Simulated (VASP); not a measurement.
**Cd3SeS2: single point with PBE**

Cd3SeS2:

```
CELL_PARAMETERS angstrom
6.59473 -3.80644 0.00000
6.59473 3.80644 0.00000
0.00000 0.00000 7.15536
ATOMIC_POSITIONS crystal
Cd 0.49006 0.16651 0.12921
Cd 0.50994 0.83349 0.62921
Cd 0.82280 0.17720 0.61424
Cd 0.17720 0.82280 0.11424
Cd 0.83349 0.50994 0.12921
Cd 0.16651 0.49006 0.62921
Se 0.83058 0.16942 0.00064
Se 0.16942 0.83058 0.50064
S 0.49667 0.16669 0.50085
S 0.50333 0.83331 0.00085
S 0.83331 0.50333 0.50085
S 0.16669 0.49667 0.00085
```

- Program: VASP 6.6.1
- Task: single point
- Functional: PBE
- Potentials or basis: VASP PAW PBE potentials, release 64 (Cd, Se, S)
- Cutoff: 520 eV
- k mesh: 6 × 6 × 4
- Occupations: gaussian, width 0.02 eV
- Spin: no spin polarisation

| Quantity | Value |
| --- | --- |
| Pressure | -3.7 GPa |
| Largest force | 0.010 eV/Å |
| Band gap on the k mesh | 0.69 eV |

Forces in eV/Å, atoms in the order of the input:
```
Cd   0.003 -0.002 -0.008
Cd  -0.003  0.002 -0.008
Cd   0.000  0.001  0.007
Cd   0.000 -0.001  0.007
Cd  -0.003 -0.002 -0.008
Cd   0.003  0.002 -0.008
Se   0.000  0.008 -0.005
Se   0.000 -0.008 -0.005
S    0.001  0.002  0.007
S   -0.001 -0.002  0.007
S   -0.001  0.002  0.007
S    0.001 -0.002  0.007
```

Levels at points of the mesh, in eV from the valence-band top:
```csv
k point,band 51,band 52,band 53,band 54,band 55,band 56,band 57,band 58
"(0.00, 0.00, 0.00)",-0.55,-0.02,0.00,0.00,0.69,2.37,4.37,4.38
"(0.50, 0.00, 0.00)",-0.55,-0.53,-0.45,-0.38,2.80,2.85,3.19,3.59
"(0.50, 0.50, 0.00)",-0.59,-0.52,-0.43,-0.34,2.78,2.86,3.19,3.60
"(0.00, 0.00, 0.50)",-0.29,-0.29,-0.29,-0.29,2.35,2.35,3.81,3.81
"(0.50, 0.00, 0.50)",-0.80,-0.80,-0.77,-0.77,3.14,3.14,3.51,3.51
"(0.50, 0.50, 0.50)",-0.90,-0.90,-0.72,-0.72,3.14,3.14,3.52,3.52
```

It took 25 min on 1 thread of Oxide Virtual Turin-like Processor (shared host), peak memory 0.9 GiB.

Caveat: the cell stands under tension.
